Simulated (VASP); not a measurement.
# Mg3C in VASP: single point with r2SCAN

Aim: the single point of Mg3C with r2SCAN.

Program: VASP 6.6.1. These are calculated values, not measurements. Logs are shortened: lines on timing, memory, paths and dates and some standing lists are left out, and cuts for length are marked.

### Step 1. The cell of the first run

The typed cell holds 8 atoms: a = 5.845 Å, b = 5.845 Å, c = 3.337 Å, α = 90.00°, β = 90.00°, γ = 120.00°.

### Step 2. Single point, r2SCAN

POSCAR

```
Mg3C
1.0
    5.8452000000      0.0000000000      0.0000000000
   -2.9226000000      5.0620920000      0.0000000000
    0.0000000000      0.0000000000      3.3367210000
Mg C
6 2
Direct
    0.3877000000      0.3019000000      0.2500000000
    0.0858000000      0.3877000000      0.7500000000
    0.6981000000      0.0858000000      0.2500000000
    0.6123000000      0.6981000000      0.7500000000
    0.9142000000      0.6123000000      0.2500000000
    0.3019000000      0.9142000000      0.7500000000
    0.3333000000      0.6667000000      0.2500000000
    0.6666000000      0.3333000000      0.7500000000
```

INCAR.step1

```
SYSTEM = Mg3C
  PREC = Accurate
  ENCUT = 660
  ISMEAR = 0
  SIGMA = 0.0159
  LREAL = .FALSE.
  LASPH = .TRUE.
  NELM = 120
  NBANDS = 20
  GGA = PE
  ALGO = Normal
  EDIFF = 1E-5
  LWAVE = .TRUE.
  LCHARG = .FALSE.
  GGA_COMPAT = .FALSE.
```

INCAR.step2

```
SYSTEM = Mg3C
  PREC = Accurate
  ENCUT = 660
  EDIFF = 1E-6
  ISMEAR = 0
  SIGMA = 0.0159
  LREAL = .FALSE.
  LASPH = .TRUE.
  NELM = 120
  ALGO = Normal
  ISIF = 2
  LWAVE = .FALSE.
  LCHARG = .FALSE.
  METAGGA = R2SCAN
  LMIXTAU = .TRUE.
  NBANDS = 20
  ISTART = 1
  GGA_COMPAT = .FALSE.
```

KPOINTS

```
regular mesh
0
G
  5 5 8
  0 0 0
```

Potentials or basis: VASP PAW PBE potentials, release 64 (Mg, C).

The run is started by

```
$ cat potpaw_PBE.64/Mg/POTCAR potpaw_PBE.64/C/POTCAR > POTCAR
$ cp INCAR.step1 INCAR
$ mpirun -np 1 vasp_std > vasp.out
$ cp INCAR.step2 INCAR
$ mpirun -np 1 vasp_std > vasp.out
```

OUTCAR:

```text
SYSTEM = Mg3C
   PREC = Accurate
   ENCUT = 660
   EDIFF = 1E-6
   ISMEAR = 0
   LREAL = .FALSE.
   LASPH = .TRUE.
   NELM = 120
   ISIF = 2
   METAGGA = R2SCAN
   ISTART = 1

 ion  position               nearest neighbor table
   1  0.388  0.302  0.250-   8 2.27   8 2.27   7 2.31   4 2.61   4 2.61   2 2.65   2 2.65   6 2.65
                             6 2.65   3 2.68   5 2.68   3 3.57   5 3.57
   2  0.086  0.388  0.750-   7 2.28   7 2.28   8 2.31   5 2.61   5 2.61   1 2.65   1 2.65   3 2.65
                             3 2.65   4 2.68   6 2.68   6 3.57   4 3.57
   3  0.698  0.086  0.250-   8 2.28   8 2.28   7 2.31   6 2.61   6 2.61   2 2.65   2 2.65   4 2.65
                             4 2.65   1 2.68   5 2.68   1 3.57   5 3.57
   4  0.612  0.698  0.750-   7 2.28   7 2.28   8 2.31   1 2.61   1 2.61   5 2.65   5 2.65   3 2.65
                             3 2.65   6 2.68   2 2.68   6 3.57   2 3.57
   5  0.914  0.612  0.250-   8 2.28   8 2.28   7 2.31   2 2.61   2 2.61   4 2.65   4 2.65   6 2.65
                             6 2.65   1 2.68   3 2.68   3 3.57   1 3.57
   6  0.302  0.914  0.750-   7 2.27   7 2.27   8 2.31   3 2.61   3 2.61   5 2.65   5 2.65   1 2.65
                             1 2.65   4 2.68   2 2.68   4 3.57   2 3.57
   7  0.333  0.667  0.250-   6 2.27   6 2.27   2 2.28   2 2.28   4 2.28   4 2.28   5 2.31   3 2.31
                             1 2.31
   8  0.667  0.333  0.750-   1 2.27   1 2.27   3 2.28   3 2.28   5 2.28   5 2.28   6 2.31   4 2.31
                             2 2.31

  LATTYP: Found a hexagonal cell.
 ALAT       =     5.8452000000
 C/A-ratio  =     0.5708480463

  Lattice vectors:

 A1 = (   5.8452000000,   0.0000000000,   0.0000000000)
 A2 = (  -2.9226000000,   5.0620920000,   0.0000000000)
 A3 = (   0.0000000000,   0.0000000000,   3.3367210000)

Analysis of symmetry for initial positions (statically):
=====================================================================
 Subroutine PRICEL returns:
 Original cell was already a primitive cell.

 Routine SETGRP: Setting up the symmetry group for a
 hexagonal supercell.

 Subroutine GETGRP returns: Found  2 space group operations
 (whereof  1 operations were pure point group operations)
 out of a pool of 24 trial point group operations.

The static configuration has the point symmetry C_1 .
 The point group associated with its full space group is C_1h.

Analysis of symmetry for dynamics (positions and initial velocities):
=====================================================================
 Subroutine PRICEL returns:
 Original cell was already a primitive cell.

 Routine SETGRP: Setting up the symmetry group for a
 hexagonal supercell.

 Subroutine GETGRP returns: Found  2 space group operations
 (whereof  1 operations were pure point group operations)
 out of a pool of 24 trial point group operations.

The dynamic configuration has the point symmetry C_1 .
 The point group associated with its full space group is C_1h.

 Subroutine INISYM returns: Found  2 space group operations
 (whereof  1 operations are pure point group operations),
 and found     1 'primitive' translations

----------------------------------------------------------------------------------------

                                     Primitive cell

  volume of cell :      98.7300

  direct lattice vectors                    reciprocal lattice vectors
     5.845200000  0.000000000  0.000000000     0.171080545  0.098773393  0.000000000
    -2.922600000  5.062092000  0.000000000     0.000000000  0.197546785  0.000000000
     0.000000000  0.000000000  3.336721000     0.000000000  0.000000000  0.299695420

  length of vectors
     5.845200000  5.845200268  3.336721000     0.197546794  0.197546785  0.299695420

  position of ions in fractional coordinates (direct lattice)
     0.387700000  0.301900000  0.250000000
     0.085800000  0.387700000  0.750000000
     0.698100000  0.085800000  0.250000000
     0.612300000  0.698100000  0.750000000
     0.914200000  0.612300000  0.250000000
     0.301900000  0.914200000  0.750000000
     0.333300000  0.666700000  0.250000000
     0.666600000  0.333300000  0.750000000

  ion indices of the primitive-cell ions
   primitive index   ion index
                 1           1
                 2           2
                 3           3
                 4           4
                 5           5
                 6           6
                 7           7
                 8           8

----------------------------------------------------------------------------------------

 KPOINTS: regular mesh

Automatic generation of k-mesh.
 Grid dimensions read from file:
 generate k-points for:    5    5    8

 Generating k-lattice:

  Cartesian coordinates                     Fractional coordinates (reciprocal lattice)
     0.034216109  0.019754679  0.000000000     0.200000000  0.000000000  0.000000000
     0.000000000  0.039509357  0.000000000     0.000000000  0.200000000  0.000000000
     0.000000000  0.000000000  0.037461927     0.000000000  0.000000000  0.125000000

  Length of vectors
     0.039509359  0.039509357  0.037461927

  Shift w.r.t. Gamma in fractional coordinates (k-lattice)
     0.000000000  0.000000000  0.000000000

 Subroutine IBZKPT returns following result:
 ===========================================

 Found     65 irreducible k-points:

 Following reciprocal coordinates:
            Coordinates               Weight
  0.000000  0.000000  0.000000      1.000000
  0.200000  0.000000  0.000000      2.000000
  0.000000  0.200000  0.000000      2.000000
 -0.200000  0.200000  0.000000      2.000000
  0.400000 -0.000000  0.000000      2.000000
  0.000000  0.400000  0.000000      2.000000
[... 16 lines left out ...]
 -0.400000  0.200000  0.125000      4.000000
  0.400000  0.200000  0.125000      4.000000
 [... further k-points ...]
   k-points           NKPTS =     65   k-points in BZ     NKDIM =     65   number of bands    NBANDS=     20
   number of dos      NEDOS =    301   number of ions     NIONS =      8
   total plane-waves  NPLWV =  70000
   dimension x,y,z NGX =    50 NGY =   50 NGZ =   28
   dimension x,y,z NGXF=   100 NGYF=  100 NGZF=   56
   ions per type =               6   2
   NGX,Y,Z   is equivalent  to a cutoff of  14.22, 14.22, 13.95 a.u.
   NGXF,Y,Z  is equivalent  to a cutoff of  28.44, 28.44, 27.90 a.u.
 SYSTEM =  Mg3C
   PREC   = accura    normal or accurate (medium, high low for compatibility)
   ISTART =      1    job   : 0-new  1-cont  2-samecut
   ICHARG =      0    charge: 1-file 2-atom 10-const
   ISPIN  =      1    spin polarized calculation?
   LNONCOLLINEAR =      F non collinear calculations
   LSORBIT =      F    spin-orbit coupling
   LASPH  =      T    aspherical Exc in radial PAW
   ENCUT  =  660.0 eV  48.51 Ry    6.96 a.u.  12.24 12.24  6.99*2*pi/ulx,y,z
   NELM   =    120;   NELMIN=  2; NELMDL=  0     # of ELM steps
   EDIFF  = 0.1E-05   stopping-criterion for ELM
   LREAL  =      F    real-space projection
[... 7 lines left out ...]
   TEBEG  =    0.0;   TEEND  =   0.0 temperature during run
   PSTRESS=    0.0 pullay stress
   NELECT =      20.0000    total number of electrons
   NUPDOWN=      -1.0000    fix difference up-down
   EMIN   =  10.00;   EMAX   =-10.00  energy-range for DOS
   EFERMI =   0.00;   METHOD = LEGACY
   ISMEAR =     0;   SIGMA  =   0.02  broadening in eV -4-tet -1-fermi 0-gaus
   EFERMI_NEDOS =   21; number of points for ismear=-14 and -15
   IALGO  =     38    algorithm
   IMIX   =      4    mixing-type and parameters
     AMIX     =   0.40;   BMIX     =  1.00
     AMIX_MAG =   1.60;   BMIX_MAG =  1.00
  volume/ion in A,a.u.               =      12.34        83.28
  Fermi-wavevector in a.u.,A,eV,Ry     =   0.961469  1.816912 12.577521  0.924422
  Thomas-Fermi vector in A             =   2.090843
   LORBIT       =      0    0 simple, 1 ext, 2 COOP (PROOUT), +10 PAW based schemes
   METAGGA = R2SCAN    functional components
   LHFCALC =     F    Hartree Fock is set to
   AEXX    =    0.0000 exact exchange contribution
   IVDW    =     0    specifies the selected vdW correction
   LEPSILON=     F    determine dielectric tensor
   LRPA    =     F    only Hartree local field effects (RPA)
 non-spin polarized calculation
 Gauss-broadening in eV      SIGMA  =   0.02
  energy-cutoff  :      660.00
  volume of cell :       98.73
 maximum number of plane-waves:      3826
 NGX is ok and might be reduce to    50
   NGX = 25   NGY = 25   NGZ = 13

 number of electron      19.9999999 magnetization

 Free energy of the ion-electron system (eV)
  ---------------------------------------------------
  ext. energy  EPLUGINS =         0.00000000
  ---------------------------------------------------
  free energy    TOTEN  =       -39.17696447 eV

  energy without entropy =      -39.17667411  energy(sigma->0) =      -39.17681929

 E-fermi :   6.2545     XC(G=0): -11.0309

 val. band max:        6.2403671443   @ k =   0.0000   0.4000   0.1250
 cond. band min:       6.2785295084   @ k =   0.2000   0.2000   0.3750
 fundamental gap:      0.0381623641
 Fermi energy:         6.2545065189

 k-point     1 :       0.0000    0.0000    0.0000
  band No.  band energies     occupation
      1      -7.7006      2.00000
      2      -5.8888      2.00000
      3      -0.2792      2.00000
      4      -0.2789      2.00000
      5       1.2219      2.00000
      6       1.2226      2.00000
[... 12 lines left out ...]
     19      13.3165      0.00000
     20      13.5131      0.00000

 k-point     2 :       0.2000    0.0000    0.0000
  band No.  band energies     occupation
      1      -7.5683      2.00000
      2      -6.0748      2.00000
      3      -0.5860      2.00000
      4      -0.5823      2.00000
      5       0.6683      2.00000
      6       1.7742      2.00000
[... 12 lines left out ...]
     19      13.1124      0.00000
     20      13.2249      0.00000

 k-point     3 :       0.0000    0.2000    0.0000
  band No.  band energies     occupation
      1      -7.5682      2.00000
      2      -6.0748      2.00000
      3      -0.5856      2.00000
      4      -0.5822      2.00000
      5       0.6680      2.00000
      6       1.7737      2.00000
[... 12 lines left out ...]
     19      13.1123      0.00000
     20      13.2249      0.00000

 k-point     4 :      -0.2000    0.2000    0.0000
  band No.  band energies     occupation
      1      -7.5683      2.00000
      2      -6.0748      2.00000
      3      -0.5859      2.00000
      4      -0.5824      2.00000
      5       0.6684      2.00000
      6       1.7741      2.00000
[... 12 lines left out ...]
     19      13.1126      0.00000
     20      13.2249      0.00000

 k-point     5 :       0.4000   -0.0000    0.0000
  band No.  band energies     occupation
      1      -7.2435      2.00000
      2      -6.4810      2.00000
      3      -1.1583      2.00000
      4      -0.8981      2.00000
      5       1.4012      2.00000
      6       2.6060      2.00000
[... 12 lines left out ...]
     19      12.9402      0.00000
     20      13.1160      0.00000
[... 353 lines left out ...]
      6       2.5941      2.00000
[... 12 lines left out ...]
     19      12.7061      0.00000
     20      13.6312      0.00000

 k-point    22 :      -0.2000    0.4000    0.1250
  band No.  band energies     occupation
      1      -7.1790      2.00000
      2      -6.2613      2.00000
      3      -1.2378      2.00000
      4      -0.0182      2.00000
      5       0.8197      2.00000
      6       2.5941      2.00000
[... 12 lines left out ...]
     19      12.7058      0.00000
     20      13.6308      0.00000

 k-point    23 :      -0.4000    0.2000    0.1250
  band No.  band energies     occupation
      1      -7.1791      2.00000
      2      -6.2612      2.00000
      3      -1.2381      2.00000
      4      -0.0183      2.00000
      5       0.8197      2.00000
      6       2.5947      2.00000
[... 12 lines left out ...]
     19      12.7062      0.00000
     20      13.6312      0.00000

 k-point    24 :       0.4000    0.2000    0.1250
  band No.  band energies     occupation
      1      -6.9021      2.00000
      2      -6.5679      2.00000
      3      -1.5734      2.00000
      4       0.0793      2.00000
      5       1.1341      2.00000
      6       2.9313      2.00000
[... 12 lines left out ...]
     19      12.9883      0.00000
     20      13.5242      0.00000

 [... further k-points ...]
[... 5 lines left out ...]
  --------------------------------------------------------------------------------------
  -------------------------------------------------------------------------------------
  Total       15.3860491     15.3896712     16.8426975      0.0002121      0.0000000      0.0000000
  in kB      249.6826659    249.7414442    273.3209541      0.0034421      0.0000000      0.0000000
  external PRESSURE =     257.5816881 kB  Pullay stress =       0.0000000 kB

 VOLUME and BASIS-vectors are now :
 -----------------------------------------------------------------------------
  energy-cutoff  :      660.00
  volume of cell :       98.73
      direct lattice vectors                 reciprocal lattice vectors
     5.845200000  0.000000000  0.000000000     0.171080545  0.098773393  0.000000000
    -2.922600000  5.062092000  0.000000000     0.000000000  0.197546785  0.000000000
     0.000000000  0.000000000  3.336721000     0.000000000  0.000000000  0.299695420

 POSITION                                       TOTAL-FORCE (eV/Angst)
 -----------------------------------------------------------------------------------
      1.38385      1.52825      0.83418        -0.509905     -0.530292      0.000000
     -0.63157      1.96257      2.50254         0.204564     -0.705896      0.000000
      3.82978      0.43433      0.83418         0.713921     -0.175513      0.000000
      1.53875      3.53385      2.50254         0.508490      0.530721      0.000000
      3.55417      3.09952      0.83418        -0.206126      0.705551      0.000000
     -0.90718      4.62776      2.50254        -0.714739      0.175428      0.000000
     -0.00029      3.37490      0.83418         0.001903     -0.000742      0.000000
      2.92231      1.68720      2.50254         0.001891      0.000742      0.000000
 -----------------------------------------------------------------------------------
    total drift:                               -0.000001      0.000001      0.000000

  FREE ENERGIE OF THE ION-ELECTRON SYSTEM (eV)
  ---------------------------------------------------
  free  energy   TOTEN  =       -39.1769644654 eV

  energy  without entropy=      -39.1766741084  energy(sigma->0) =      -39.17681929
```

Wall time 12 min (1 thread of Intel Xeon 8259CL, shared host); peak memory 0.39 GiB.

What came out:

| Item | Value |
| --- | --- |
| Free energy | -39.1770 eV |
| Pressure | 25.8 GPa |
| Largest force | 0.736 eV/Å |
| Band gap on the k mesh | zero (bands 10 and 11 overlap by 0.84 eV) |

Forces on the atoms (eV/Å):
```
Mg  -0.510 -0.530  0.000
Mg   0.205 -0.706  0.000
Mg   0.714 -0.176  0.000
Mg   0.508  0.531  0.000
Mg  -0.206  0.706  0.000
Mg  -0.715  0.175  0.000
C    0.002 -0.001  0.000
C    0.002  0.001  0.000
```

Levels at points of the mesh, in eV from the Fermi level:
```csv
k point,band 8,band 9,band 10,band 11,band 12,band 13
"(0.00, 0.00, 0.00)",-2.64,-1.80,0.51,0.52,1.99,3.19
"(0.00, 0.00, 0.50)",-4.47,-1.52,-1.52,-0.04,-0.04,-0.04
```

Caveat: the cell stands under pressure; the PAW data sets were made with another functional, which shifts forces and pressure a little.
